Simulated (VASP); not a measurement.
# C (Fd-3m) in VASP: further runs

Runs on C. Level: PBEsol. Tasks: single point.

Everything below comes from runs of VASP 6.6.1. Logs are shortened: lines on timing, memory, paths and dates and some standing lists are left out, and cuts for length are marked.

## 1. The cell of the first run

It takes space group Fd-3m (No. 227, cubic). Conventional cell: a = 3.505 Å, b = 3.505 Å, c = 3.505 Å, α = 90.00°, β = 90.00°, γ = 90.00°. Within 2.0 Å of C (site symmetry -43m) lie 4 C at 1.52 Å.

## 2. Single point, PBEsol

File INCAR:

```
PREC = Accurate
ENCUT = 520
EDIFF = 1E-6
ISMEAR = -1
SIGMA = 0.05
LREAL = False
LASPH = True
NELM = 80
ALGO = Normal
ISIF = 2
LWAVE = False
LCHARG = False
GGA = PS
NBANDS = 11
```

File KPOINTS:

```
Automatic mesh
0
Gamma
  13 13 13
```

File POSCAR:

```
C
1.0
    0.0000000000      1.7526620079      1.7526620079
    1.7526620079      0.0000000000      1.7526620079
    1.7526620079      1.7526620079      0.0000000000
C
2
Direct
    0.7500000000      0.7500000000      0.7500000000
    0.5000000000      0.5000000000      0.5000000000
```

Potentials or basis: VASP PAW PBE potentials, release 64 (C).

Started as:

```console
cat potpaw_PBE.64/C/POTCAR > POTCAR
mpirun -np 1 vasp_std > vasp.out
```

OUTCAR:

```text
PREC = Accurate
   ENCUT = 520
   EDIFF = 1E-6
   ISMEAR = -1
   LREAL = False
   LASPH = True
   NELM = 80
   ISIF = 2
   GGA = PS

 ion  position               nearest neighbor table
   1  0.750  0.750  0.750-   2 1.52   2 1.52   2 1.52   2 1.52
   2  0.500  0.500  0.500-   1 1.52   1 1.52   1 1.52   1 1.52

  LATTYP: Found a face centered cubic cell.
 ALAT       =     3.5053240158

  Lattice vectors:

 A1 = (   0.0000000000,   1.7526620079,   1.7526620079)
 A2 = (   1.7526620079,   0.0000000000,   1.7526620079)
 A3 = (   1.7526620079,   1.7526620079,   0.0000000000)

Analysis of symmetry for initial positions (statically):
=====================================================================
 Subroutine PRICEL returns:
 Original cell was already a primitive cell.

 Routine SETGRP: Setting up the symmetry group for a
 face centered cubic supercell.

 Subroutine GETGRP returns: Found 48 space group operations
 (whereof 24 operations were pure point group operations)
 out of a pool of 48 trial point group operations.

The static configuration has the point symmetry T_d .
 The point group associated with its full space group is O_h .

Analysis of symmetry for dynamics (positions and initial velocities):
=====================================================================
 Subroutine PRICEL returns:
 Original cell was already a primitive cell.

 Routine SETGRP: Setting up the symmetry group for a
 face centered cubic supercell.

 Subroutine GETGRP returns: Found 48 space group operations
 (whereof 24 operations were pure point group operations)
 out of a pool of 48 trial point group operations.

The dynamic configuration has the point symmetry T_d .
 The point group associated with its full space group is O_h .

 Subroutine INISYM returns: Found 48 space group operations
 (whereof 24 operations are pure point group operations),
 and found     1 'primitive' translations

----------------------------------------------------------------------------------------

                                     Primitive cell

  volume of cell :      10.7677

  direct lattice vectors                    reciprocal lattice vectors
     0.000000000  1.752662008  1.752662008    -0.285280332  0.285280332  0.285280332
     1.752662008  0.000000000  1.752662008     0.285280332 -0.285280332  0.285280332
     1.752662008  1.752662008  0.000000000     0.285280332  0.285280332 -0.285280332

  length of vectors
     2.478638382  2.478638382  2.478638382     0.494120030  0.494120030  0.494120030

  position of ions in fractional coordinates (direct lattice)
     0.750000000  0.750000000  0.750000000
     0.500000000  0.500000000  0.500000000

  ion indices of the primitive-cell ions
   primitive index   ion index
                 1           1
                 2           2

----------------------------------------------------------------------------------------

 KPOINTS: Automatic mesh

Automatic generation of k-mesh.
 Grid dimensions read from file:
 generate k-points for:   13   13   13

 Generating k-lattice:

  Cartesian coordinates                     Fractional coordinates (reciprocal lattice)
    -0.021944641  0.021944641  0.021944641     0.076923077  0.000000000  0.000000000
     0.021944641 -0.021944641  0.021944641     0.000000000  0.076923077  0.000000000
     0.021944641  0.021944641 -0.021944641     0.000000000  0.000000000  0.076923077

  Length of vectors
     0.038009233  0.038009233  0.038009233

  Shift w.r.t. Gamma in fractional coordinates (k-lattice)
     0.000000000  0.000000000  0.000000000

 Subroutine IBZKPT returns following result:
 ===========================================

 Found     84 irreducible k-points:

 Following reciprocal coordinates:
            Coordinates               Weight
  0.000000  0.000000  0.000000      1.000000
  0.076923  0.000000  0.000000      8.000000
  0.153846  0.000000  0.000000      8.000000
  0.230769  0.000000  0.000000      8.000000
  0.307692  0.000000  0.000000      8.000000
  0.384615  0.000000  0.000000      8.000000
[... 16 lines left out ...]
  0.384615  0.153846  0.000000     24.000000
  0.461538  0.153846  0.000000     24.000000
 [... further k-points ...]
   k-points           NKPTS =     84   k-points in BZ     NKDIM =     84   number of bands    NBANDS=     11
   number of dos      NEDOS =    301   number of ions     NIONS =      2
   total plane-waves  NPLWV =   5832
   dimension x,y,z NGX =    18 NGY =   18 NGZ =   18
   dimension x,y,z NGXF=    36 NGYF=   36 NGZF=   36
   ions per type =               2
   NGX,Y,Z   is equivalent  to a cutoff of  12.07, 12.07, 12.07 a.u.
   NGXF,Y,Z  is equivalent  to a cutoff of  24.15, 24.15, 24.15 a.u.
 SYSTEM =  unknown system
   PREC   = accura    normal or accurate (medium, high low for compatibility)
   ISTART =      0    job   : 0-new  1-cont  2-samecut
   ICHARG =      2    charge: 1-file 2-atom 10-const
   ISPIN  =      1    spin polarized calculation?
   LNONCOLLINEAR =      F non collinear calculations
   LSORBIT =      F    spin-orbit coupling
   LASPH  =      T    aspherical Exc in radial PAW
   ENCUT  =  520.0 eV  38.22 Ry    6.18 a.u.   4.61  4.61  4.61*2*pi/ulx,y,z
   NELM   =     80;   NELMIN=  2; NELMDL= -5     # of ELM steps
   EDIFF  = 0.1E-05   stopping-criterion for ELM
   LREAL  =      F    real-space projection
   EDIFFG = 0.1E-04   stopping-criterion for IOM
   NSW    =      0    number of steps for IOM
   IBRION =     -1    ionic relax: 0-MD 1-quasi-New 2-CG
   NFREE  =      0    steps in history (QN), initial steepest desc. (CG)
   ISIF   =      2    stress and relaxation
   ISYM   =      2    0-nonsym 1-usesym 2-fastsym
   POTIM  = 0.5000    time-step for ionic-motion
   TEBEG  =    0.0;   TEEND  =   0.0 temperature during run
   PSTRESS=    0.0 pullay stress
   NELECT =       8.0000    total number of electrons
   NUPDOWN=      -1.0000    fix difference up-down
   EMIN   =  10.00;   EMAX   =-10.00  energy-range for DOS
   EFERMI =   0.00;   METHOD = LEGACY
   ISMEAR =    -1;   SIGMA  =   0.05  broadening in eV -4-tet -1-fermi 0-gaus
   EFERMI_NEDOS =   21; number of points for ismear=-14 and -15
   IALGO  =     38    algorithm
   IMIX   =      4    mixing-type and parameters
     AMIX     =   0.40;   BMIX     =  1.00
     AMIX_MAG =   1.60;   BMIX_MAG =  1.00
  volume/ion in A,a.u.               =       5.38        36.33
  Fermi-wavevector in a.u.,A,eV,Ry     =   1.482734  2.801961 29.912420  2.198501
  Thomas-Fermi vector in A             =   2.596483
   LORBIT       =      0    0 simple, 1 ext, 2 COOP (PROOUT), +10 PAW based schemes
   GGA     = PS    functional components
   LHFCALC =     F    Hartree Fock is set to
   AEXX    =    0.0000 exact exchange contribution
   IVDW    =     0    specifies the selected vdW correction
   LEPSILON=     F    determine dielectric tensor
   LRPA    =     F    only Hartree local field effects (RPA)
 non-spin polarized calculation
  energy-cutoff  :      520.00
  volume of cell :       10.77
 maximum number of plane-waves:       303
   NGX =  9   NGY =  9   NGZ =  9

 number of electron       8.0000002 magnetization

 Free energy of the ion-electron system (eV)
  ---------------------------------------------------
  ext. energy  EPLUGINS =         0.00000000
  ---------------------------------------------------
  free energy    TOTEN  =       -19.21828586 eV

  energy without entropy =      -19.21828586  energy(sigma->0) =      -19.21828586

 E-fermi :  11.5103     XC(G=0): -13.6916

 val. band max:       10.4776227592   @ k =   0.0000   0.0000   0.0000
 cond. band min:      14.6052489734   @ k =   0.3846   0.3846   0.0000
 fundamental gap:      4.1276262141
 Fermi energy:        11.5102778240

 k-point     1 :       0.0000    0.0000    0.0000
  band No.  band energies     occupation
      1     -11.7573      2.00000
      2      10.4776      2.00000
      3      10.4776      2.00000
      4      10.4776      2.00000
      5      16.1610      0.00000
      6      16.1610      0.00000
      7      16.1610      0.00000
      8      25.0534      0.00000
      9      30.1220      0.00000
     10      37.5314      0.00000
     11      37.5314      0.00000

 k-point     2 :       0.0769    0.0000    0.0000
  band No.  band energies     occupation
      1     -11.5873      2.00000
      2       9.3578      2.00000
      3      10.1794      2.00000
      4      10.1794      2.00000
      5      16.5505      0.00000
      6      16.5505      0.00000
      7      16.8495      0.00000
      8      25.1494      0.00000
      9      30.4075      0.00000
     10      35.3786      0.00000
     11      35.3786      0.00000

 k-point     3 :       0.1538    0.0000    0.0000
  band No.  band energies     occupation
      1     -11.0782      2.00000
      2       6.9908      2.00000
      3       9.5122      2.00000
      4       9.5122      2.00000
      5      17.4248      0.00000
      6      17.4248      0.00000
      7      17.9972      0.00000
      8      25.4202      0.00000
      9      31.0421      0.00000
     10      33.7192      0.00000
     11      33.7192      0.00000

 k-point     4 :       0.2308    0.0000    0.0000
  band No.  band energies     occupation
      1     -10.2353      2.00000
      2       4.2857      2.00000
      3       8.7953      2.00000
      4       8.7953      2.00000
      5      18.2913      0.00000
      6      18.2913      0.00000
      7      18.9034      0.00000
      8      25.7984      0.00000
      9      31.5369      0.00000
     10      33.1009      0.00000
     11      33.1009      0.00000

 k-point     5 :       0.3077    0.0000    0.0000
  band No.  band energies     occupation
      1      -9.0705      2.00000
      2       1.5790      2.00000
      3       8.1927      2.00000
      4       8.1927      2.00000
      5      18.8379      0.00000
      6      18.8379      0.00000
      7      19.4987      0.00000
      8      26.1520      0.00000
      9      31.8172      0.00000
     10      33.6391      0.00000
     11      33.6391      0.00000
[... 211 lines left out ...]
 k-point    21 :       0.2308    0.1538    0.0000
  band No.  band energies     occupation
      1     -10.2344      2.00000
      2       6.0978      2.00000
      3       7.2515      2.00000
      4       8.0981      2.00000
      5      15.7717      0.00000
      6      20.5186      0.00000
      7      20.5284      0.00000
      8      23.2583      0.00000
      9      31.0968      0.00000
     10      32.1642      0.00000
     11      37.9004      0.00000

 k-point    22 :       0.3077    0.1538    0.0000
  band No.  band energies     occupation
      1      -9.2881      2.00000
      2       3.6288      2.00000
      3       6.6922      2.00000
      4       7.4068      2.00000
      5      16.5468      0.00000
      6      21.2841      0.00000
      7      21.3048      0.00000
      8      22.8901      0.00000
      9      31.8648      0.00000
     10      32.4927      0.00000
     11      37.5494      0.00000

 k-point    23 :       0.3846    0.1538    0.0000
  band No.  band energies     occupation
      1      -8.0305      2.00000
      2       1.1111      2.00000
      3       6.3855      2.00000
      4       6.5957      2.00000
      5      17.2341      0.00000
      6      21.5297      0.00000
      7      21.7686      0.00000
      8      23.4496      0.00000
      9      32.1486      0.00000
     10      33.2239      0.00000
     11      37.9964      0.00000

 k-point    24 :       0.4615    0.1538    0.0000
  band No.  band energies     occupation
      1      -6.5138      2.00000
      2      -1.2447      2.00000
      3       5.8594      2.00000
      4       6.3495      2.00000
      5      17.6498      0.00000
      6      21.3650      0.00000
      7      22.0092      0.00000
      8      24.7697      0.00000
      9      31.5058      0.00000
     10      34.6272      0.00000
     11      38.1528      0.00000

 [... further k-points ...]
[... 5 lines left out ...]
  --------------------------------------------------------------------------------------
  -------------------------------------------------------------------------------------
  Total        1.4320576      1.4320576      1.4320576     -0.0000000      0.0000000     -0.0000000
  in kB      213.0818984    213.0818984    213.0818984     -0.0000000      0.0000000     -0.0000000
  external PRESSURE =     213.0818984 kB  Pullay stress =       0.0000000 kB

 VOLUME and BASIS-vectors are now :
 -----------------------------------------------------------------------------
  energy-cutoff  :      520.00
  volume of cell :       10.77
      direct lattice vectors                 reciprocal lattice vectors
     0.000000000  1.752662008  1.752662008    -0.285280332  0.285280332  0.285280332
     1.752662008  0.000000000  1.752662008     0.285280332 -0.285280332  0.285280332
     1.752662008  1.752662008  0.000000000     0.285280332  0.285280332 -0.285280332

 POSITION                                       TOTAL-FORCE (eV/Angst)
 -----------------------------------------------------------------------------------
      2.62899      2.62899      2.62899        -0.000000     -0.000000     -0.000000
      1.75266      1.75266      1.75266         0.000000      0.000000      0.000000
 -----------------------------------------------------------------------------------
    total drift:                                0.000000     -0.000000      0.000000

  FREE ENERGIE OF THE ION-ELECTRON SYSTEM (eV)
  ---------------------------------------------------
  free  energy   TOTEN  =       -19.2182858551 eV

  energy  without entropy=      -19.2182858551  energy(sigma->0) =      -19.21828586
```

Run time: 6.4 s. Hardware: 1 thread of Intel Xeon Platinum 8259CL at 2.50GHz (Skylake/Cascade Lake), shared host; peak memory 0.11 GiB.

What came out:

```yaml
Free_energy: -19.2183 eV
Pressure: 21.3 GPa
Band_gap_on_the_k_mesh: 4.13 eV, indirect (least direct gap 5.68 eV)
```

Levels at points of the mesh, in eV from the valence-band top:
| k point | band 1 | band 2 | band 3 | band 4 | band 5 | band 6 | band 7 | band 8 |
| --- | --- | --- | --- | --- | --- | --- | --- | --- |
| (0.00, 0.00, 0.00) | -22.23 | 0.00 | 0.00 | 0.00 | 5.68 | 5.68 | 5.68 | 14.58 |

Caveat: the PAW data sets were made with another functional, which shifts forces and pressure a little. Expect the measured gap to be larger: semilocal functionals such as PBEsol lack the derivative discontinuity.

## 3. Single point, PBEsol

This run uses another cell than the first one, of 5.28 Å³/atom, 0.982 times its volume.

File INCAR:

```
SYSTEM = C
ALGO = Normal ; EDIFF = 1E-7
ENCUT = 520 ; GGA = PS
ISIF = 2 ; ISMEAR = -1
LASPH = .True. ; LCHARG = .False.
LREAL = .False. ; LWAVE = .False.
NBANDS = 11 ; NELM = 60
PREC = Accurate ; SIGMA = 0.05
```

File KPOINTS:

```
k-points
0
Gamma
  13 13 13
  0 0 0
```

File POSCAR:

```
C
1.0
    0.0000000000      1.7418536079      1.7418536079
    1.7418536079      0.0000000000      1.7418536079
    1.7418536079      1.7418536079      0.0000000000
C
2
Direct
    0.7500000000      0.7500000000      0.7500000000
    0.5000000000      0.5000000000      0.5000000000
```

Potentials or basis: VASP PAW PBE potentials, release 64 (C).

Started as:

```console
cat potpaw_PBE.64/C/POTCAR > POTCAR
mpirun -np 1 vasp_std > vasp.out
```

Wall time 7.1 s (1 thread of Intel Xeon Platinum 8259CL at 2.50GHz (Skylake/Cascade Lake), shared host); peak memory 0.12 GiB.

The run converged. Its results:

```
Free energy            : -19.1855 eV
Pressure               : 31.4 GPa
Band gap on the k mesh : 4.17 eV, indirect (least direct gap 5.73 eV)
```

Levels at points of the mesh, in eV from the valence-band top:
```tsv
k point	band 2	band 3	band 4	band 5	band 6	band 7
(0.00, 0.00, 0.00)	0.00	0.00	0.00	5.73	5.73	5.73
```

Caveat: the PAW data sets were made with another functional, which shifts forces and pressure a little.

## 4. Single point, PBEsol

This run uses another cell than the first one, of 5.61 Å³/atom, 1.042 times its volume.

File INCAR:

```
PREC = Accurate
ENCUT = 520
EDIFF = 1E-7
ISMEAR = -1
SIGMA = 0.05
LREAL = F
LASPH = T
NELM = 80
ALGO = Normal
ISIF = 2
LWAVE = F
LCHARG = T
GGA = PS
LELF = T
LVHAR = T
NBANDS = 11
```

File KPOINTS:

```
regular mesh
0
Gamma
  13 13 13
```

File POSCAR:

```
C
1.0
    0.0000000000      1.7769040475      1.7769040475
    1.7769040475      0.0000000000      1.7769040475
    1.7769040475      1.7769040475      0.0000000000
C
2
Direct
    0.7500000000      0.7500000000      0.7500000000
    0.5000000000      0.5000000000      0.5000000000
```

Started as:

```console
cat potpaw_PBE.64/C/POTCAR > POTCAR
mpirun -np 1 vasp_std > vasp.out
```

Run time: 8.5 s. Hardware: 1 thread of Intel Xeon Platinum 8259CL at 2.50GHz (Skylake/Cascade Lake), shared host; peak memory 0.12 GiB.

Results (log left out):

```
Free energy            : -19.2497 eV
Pressure               : 1.1 GPa
Band gap on the k mesh : 4.04 eV, indirect (least direct gap 5.57 eV)
```

Levels at points of the mesh, in eV from the valence-band top:
| k point | band 1 | band 2 | band 3 | band 4 | band 5 | band 6 | band 7 | band 8 |
| --- | --- | --- | --- | --- | --- | --- | --- | --- |
| (0.00, 0.00, 0.00) | -21.67 | 0.00 | 0.00 | 0.00 | 5.57 | 5.57 | 5.57 | 13.62 |

Caveat: the PAW data sets were made with another functional, which shifts forces and pressure a little.

## 5. The runs side by side

| cell | gap on the mesh (eV) | pressure (GPa) |
| --- | --- | --- |
| a = 2.479 Å, angles 60.0°, 2 atoms | 4.13 | 21.3 |
| a = 2.463 Å, angles 60.0°, 2 atoms | 4.17 | 31.4 |
| a = 2.513 Å, angles 60.0°, 2 atoms | 4.04 | 1.1 |

Alike in all rows: task single point; level PBEsol; potentials or basis VASP PAW PBE potentials, release 64 (C); no spin polarisation; k mesh 13 × 13 × 13; cutoff (eV) 520; smearing fermi-dirac 0.05 eV.

Caveats: the PAW data sets were made with another functional, which shifts forces and pressure a little.

Absolute energies hang on the potentials; compare differences alone.
